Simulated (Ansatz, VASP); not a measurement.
## Two plane-wave programs on Ti

File INCAR:

```
ALGO = Fast ; EDIFF = 1E-6
ENCUT = 520 ; GGA = PS
ISIF = 2 ; ISMEAR = 0
LASPH = True ; LCHARG = False
LREAL = False ; LWAVE = False
NBANDS = 25 ; NELM = 60
PREC = Accurate ; SIGMA = 0.1
```

KPOINTS

```
k-points
0
Gamma
  12 12 18
```

POSCAR

```
Ti
1.0
    4.6055958533      0.0000000000      0.0000000000
   -2.3027979267      3.9885630085      0.0000000000
    0.0000000000      0.0000000000      2.8547695215
Ti
3
Direct
    0.0000000000      0.0000000000      0.0000000000
    0.3333333333      0.6666666667      0.5000000000
    0.6666666667      0.3333333333      0.5000000000
```

Input for Ansatz:

```yaml
crystal:
  lattice:
    - [4.6055958533, 0.0, 0.0]
    - [-2.3027979267, 3.9885630085, 0.0]
    - [0.0, 0.0, 2.8547695215]
  atoms:
    - { symbol: Ti, position: [0.0, 0.0, 0.0] }
    - { symbol: Ti, position: [0.3333333333, 0.6666666667, 0.5] }
    - { symbol: Ti, position: [0.6666666667, 0.3333333333, 0.5] }
basis:
  ecutwfc: 420
kpoints:
  mp_grid: { grid: [12, 12, 18] }
hamiltonian:
  xc: pbesol
scf:
  occupations: { method: gaussian, width: 0.1 }
output:
  forces: true
  stress: true
  eigenvalues: true
```

Change from the starting cell: equal strain along all axes, cell held, atoms relaxed: +2.0 %.

Alike in both runs: task single point; functional PBEsol; k mesh 12 × 12 × 18; occupations gaussian, width 0.1 eV; no spin polarisation.

```csv
,VASP,Ansatz
version,VASP 6.6.1,Ansatz 0.2.0
potentials or method,"VASP PAW PBE potentials, release 64 (Ti_sv), cutoff 520 eV","scalar-relativistic, plane waves, PAW"
valence electrons in the cell,36,36
```

|  | VASP | Ansatz | Ansatz less VASP |
| --- | --- | --- | --- |
| gap on the k mesh at the Fermi level (eV) | none | none | - |
| pressure (GPa) | -6.6 | -6.4 | +0.19 |
| traceless stress, the component that is largest in VASP (GPa) | -0.20 | -0.21 | -0.006 |

VASP's potentials were made for PBE, not for PBEsol. A gap of «none» marks a metal or a gap that the smearing closes.
